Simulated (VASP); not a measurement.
Runs of VASP 6.6.1 on Ge. The structure is that of space group I4_1/amd (No. 141), or close to it. The cells are those of the table. 

```csv
task,cell,cutoff (eV),gap on the mesh (eV),pressure (GPa)
single point,"a = 3.880 Å, angles 97.5, 97.5, 137.7°, 2 atoms",520,none,-0.1
single point,"a = 3.800 Å, angles 97.4, 97.4, 137.8°, 2 atoms",520,none,(a)
relaxation of cell and atoms,"relaxed to 8 GPa from a = 3.900 Å, angles 97.4, 97.4, 138.0°, 2 atoms",600,none,8.0
single point,"a = 3.824 Å, angles 97.4, 97.4, 137.8°, 2 atoms",520,none,(b)
single point,"a = 3.851 Å, angles 97.5, 97.5, 137.7°, 2 atoms",520,none,2.0
relaxation of cell and atoms,"relaxed from a = 3.900 Å, angles 97.4, 97.4, 138.0°, 2 atoms",600,none,0.0
single point,"a = 3.778 Å, angles 97.4, 97.4, 137.9°, 2 atoms",520,none,8.1
```

Alike in all rows: level PBEsol; potentials or basis VASP PAW PBE potentials, release 64 (Ge_d); no spin polarisation; k mesh 12 × 12 × 12; smearing methfessel-paxton 0.1 eV.

Estimate the missing entries.

(a) 5.9; (b) 4.0.

Caveats: the PAW data sets were made with another functional, which shifts forces and pressure a little; the cell stands under pressure (at least some runs); the cell is relaxed towards a set pressure, so the run minimises the enthalpy, not the energy (at least some runs).

A k mesh can miss the band edges, and the runs leave out spin-orbit coupling on Ge.

A gap of «none» marks levels without a gap at the run's occupations.
